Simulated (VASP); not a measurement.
Write the native input for VASP 6.6.1 that does the following.

| Property | Result |
| --- | --- |
| Task | single point |
| Functional | PBEsol |
| Potentials or basis | VASP PAW PBE potentials, release 64 (Mg, S) |
| Cutoff | 600 eV |
| k mesh | 6 × 6 × 6 |
| Occupations | methfessel-paxton, width 0.05 eV |
| Spin | no spin polarisation |
| Dipole correction | no |
| Further INCAR settings | ALGO = Normal; EDIFF = 1e-06; NBANDS = 11 |

The structure of MgS lies in POSCAR:

```
MgS
1.0
    0.0000000000      2.8308768389      2.8308768389
    2.8308768389      0.0000000000      2.8308768389
    2.8308768389      2.8308768389      0.0000000000
Mg S
1 1
Direct
    0.0000000000      0.0000000000      0.0000000000
    0.2500000000      0.2500000000      0.2500000000
```

One way to write it, as run:

INCAR

```
PREC = Accurate ; ENCUT = 600
EDIFF = 1E-6 ; ISMEAR = 1
SIGMA = 0.05 ; LREAL = False
LASPH = True ; NELM = 120
ALGO = Normal ; ISIF = 2
LWAVE = False ; LCHARG = False
GGA = PS ; NBANDS = 11
GGA_COMPAT = False
```

KPOINTS

```
regular mesh
0
Gamma
  6 6 6
```

Potentials or basis: VASP PAW PBE potentials, release 64 (Mg, S).

The run is started by

```sh
$ cat potpaw_PBE.64/Mg/POTCAR potpaw_PBE.64/S/POTCAR > POTCAR
$ mpirun -np 1 vasp_std > vasp.out
```

Results of the run:

| Quantity | Value |
| --- | --- |
| Pressure | -0.4 GPa |
| Band gap on the k mesh | 3.30 eV |

Caveat: the PAW data sets were made with another functional, which shifts forces and pressure a little.

Run time: 6.2 s on 1 thread of AMD EPYC 9R45 96-Core Processor (Zen 5), on a shared host, peak memory 0.14 GiB.
